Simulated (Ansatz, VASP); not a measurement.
One calculation of CrO2, two programs

INCAR

```
PREC = Accurate
ENCUT = 600
EDIFF = 1E-6
ISMEAR = 0
SIGMA = 0.1
LREAL = F
LASPH = T
NELM = 150
ALGO = Normal
ISIF = 3
LWAVE = F
LCHARG = F
ISPIN = 2
MAGMOM = 1.85 1.85 0 0 0 0
LORBIT = 11
LMAXMIX = 4
IBRION = 2
NSW = 100
EDIFFG = -0.05
```

KPOINTS

```
Automatic mesh
0
Gamma
  4 4 6
```

POSCAR

```
CrO2
1.0
    4.4210000000      0.0000000000      0.0000000000
    0.0000000000      4.4210000000      0.0000000000
    0.0000000000      0.0000000000      2.9170000000
Cr O
2 4
Direct
    0.0000000000      0.0000000000      0.0000000000
    0.5000000000      0.5000000000      0.5000000000
    0.3010000000      0.3010000000      0.0000000000
    0.1990000000      0.8010000000      0.5000000000
    0.6990000000      0.6990000000      0.0000000000
    0.8010000000      0.1990000000      0.5000000000
```

Input for Ansatz:

```yaml
crystal:
  lattice:
    - [4.421, 0.0, 0.0]
    - [0.0, 4.421, 0.0]
    - [0.0, 0.0, 2.917]
  atoms:
    - { symbol: Cr, position: [0.0, 0.0, 0.0], spin: 1.85 }
    - { symbol: Cr, position: [0.5, 0.5, 0.5], spin: 1.85 }
    - { symbol: O, position: [0.301, 0.301, 0.0] }
    - { symbol: O, position: [0.199, 0.801, 0.5] }
    - { symbol: O, position: [0.699, 0.699, 0.0] }
    - { symbol: O, position: [0.801, 0.199, 0.5] }
basis:
  ecutwfc: 420
kpoints:
  mp_grid: { grid: [4, 4, 6] }
hamiltonian:
  xc: lda
  pseudopotentials: { kind: paw }
scf:
  occupations: { method: gaussian, width: 0.1 }
output:
  forces: true
  stress: true
  eigenvalues: true
  populations: true
magnetization:
  spin_polarized: true
relax:
  adjacent_minimum: "off"
  f_tol: 0.05
  max_steps: 80
  cell: { stress_tol: 0.5 }
```

Alike in both runs: task relaxation of cell and atoms; functional LDA; k mesh 4 × 4 × 6; occupations gaussian, width 0.1 eV; collinear spin.

```csv
,VASP,Ansatz
version,VASP 6.6.1,Ansatz 0.2.0
potentials or method,"VASP PAW LDA potentials, release 64 (Cr_pv, O), cutoff 600 eV","scalar-relativistic, plane waves, PAW"
valence electrons in the cell,48,52
```

|  | VASP | Ansatz | Ansatz less VASP |
| --- | --- | --- | --- |
| gap on the k mesh at the Fermi level, each at its own relaxed structure (eV) | none | none | - |
| net moment per atom (μB) | 0.67 | 0.67 | +0.001 |
| size of the moment on the site where the two differ most (μB) | 1.98 | 1.64 | -0.340 |
| relaxed volume (Å³/atom) | 9.04 | 9.02 | -0.019 |
| relaxed length of the cell vector where the two differ most in proportion (Å) | 4.357 | 4.354 | -0.0036 |

LDA's correlation is that of Perdew and Zunger in VASP and of Perdew and Wang (1992) in Ansatz. Site moments also hang on the region over which each program counts them. A gap of «none» marks a metal or a gap that the smearing closes. VASP's potentials hold 48 valence electrons a cell and Ansatz's 52, so a difference there can come from the potentials and not from the codes.
